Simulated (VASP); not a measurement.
Runs of VASP 6.6.1 on Au. The structure is that of space group Fm-3m (No. 225), or close to it. The cells are those of the table. 

```tsv
task	cell	gap on the mesh (eV)	pressure (GPa)
single point	a = 2.940 Å, angles 60.0°, 1 atom	none	-0.3
relaxation of cell and atoms	relaxed from a = 2.878 Å, angles 60.0°, 1 atom	none	0.0
relaxation of cell and atoms	relaxed to 45 GPa from a = 2.878 Å, angles 60.0°, 1 atom	none	45.1
single point	a = 2.859 Å, angles 60.0°, 1 atom	none	14.7
single point	a = 2.762 Å, angles 60.0°, 1 atom	none	44.6
single point	a = 2.804 Å, angles 60.0°, 1 atom	none	(a)
relaxation of cell and atoms	relaxed to 15 GPa from a = 2.878 Å, angles 60.0°, 1 atom	none	14.9
relaxation of cell and atoms	relaxed to 30 GPa from a = 2.878 Å, angles 60.0°, 1 atom	none	30.0
```

Alike in all rows: level PBE; potentials or basis VASP PAW PBE potentials, release 64 (Au); no spin polarisation; k mesh 20 × 20 × 20; cutoff (eV) 500; smearing methfessel-paxton 0.05 eV.

**Question.** Fill in the values left out.

**Answer.** (a) 29.6.

Caveats: spin-orbit coupling is left out, which moves the levels of the heavy elements; the cell is relaxed towards a set pressure, so the run minimises the enthalpy, not the energy (at least some runs); the cell stands under pressure (at least some runs).

A k mesh can miss the band edges, and the runs leave out spin-orbit coupling on Au.

A gap of «none» marks levels without a gap at the run's occupations.
